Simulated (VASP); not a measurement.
Write the native input for VASP 6.6.1 that does the following.

```
Task                   : single point
Functional             : PBE
Dispersion             : D3(BJ)
Potentials or basis    : VASP PAW PBE potentials, release 64 (C)
Cutoff                 : 520 eV
k mesh                 : 24 × 24 × 8
Occupations            : gaussian, width 0.15 eV
Spin                   : no spin polarisation
Dipole correction      : no
Further INCAR settings : ALGO = Normal; EDIFF = 1e-07; NBANDS = 16
```

The structure of C lies in POSCAR:

```
C
1.0
    2.6621780387      0.0000000000      0.0000000000
   -1.3310890193      2.3055138109      0.0000000000
    0.0000000000      0.0000000000      7.0079699359
C
4
Direct
    0.0000000000      0.0000000000      0.0025000000
    0.0000000000      0.0000000000      0.5025000000
    0.3333333333      0.6666666667      0.0025000000
    0.6666666667      0.3333333333      0.5025000000
```

This cell differs from its parent crystal: strain +0.080 along x and y, +0.040 along z.

These files were run (other wordings do the same):

INCAR

```
SYSTEM = C
PREC     = Accurate       ! precision mode
ENCUT    = 520            ! plane-wave cutoff, eV
EDIFF    = 1E-7           ! SCF threshold, eV
ISMEAR   = 0              ! smearing method
SIGMA    = 0.15           ! smearing width, eV
LREAL    = .False.        ! projectors in reciprocal space
LASPH    = .True.         ! aspherical terms in the spheres
NELM     = 60             ! most SCF steps
ALGO     = Normal         ! electronic algorithm
ISIF     = 2              ! what is computed and relaxed
LWAVE    = .False.        ! write WAVECAR
LCHARG   = .False.        ! write CHGCAR
GGA      = PE             ! functional
IVDW     = 12             ! dispersion correction
NBANDS   = 16             ! bands
```

KPOINTS

```
Automatic mesh
0
Gamma
  24 24 8
  0 0 0
```

Potentials or basis: VASP PAW PBE potentials, release 64 (C).

Command:

```console
$ cat potpaw_PBE.64/C/POTCAR > POTCAR
$ mpirun -np 1 vasp_std > vasp.out
```

Results of the run:

| Quantity | Value |
| --- | --- |
| Pressure | -44.1 GPa |
| Band gap on the k mesh | zero (band 8 reaches 3.02 eV, above the bottom of band 9 at 3.00 eV) |
| Dispersion energy per atom | -0.134 eV |

Caveat: the cell differs from its parent crystal (strain +0.080 along x and y, +0.040 along z).

It took 3.6 min on 1 thread of AMD EPYC 7R13 Processor (Zen 3), on a shared host, peak memory 0.24 GiB.
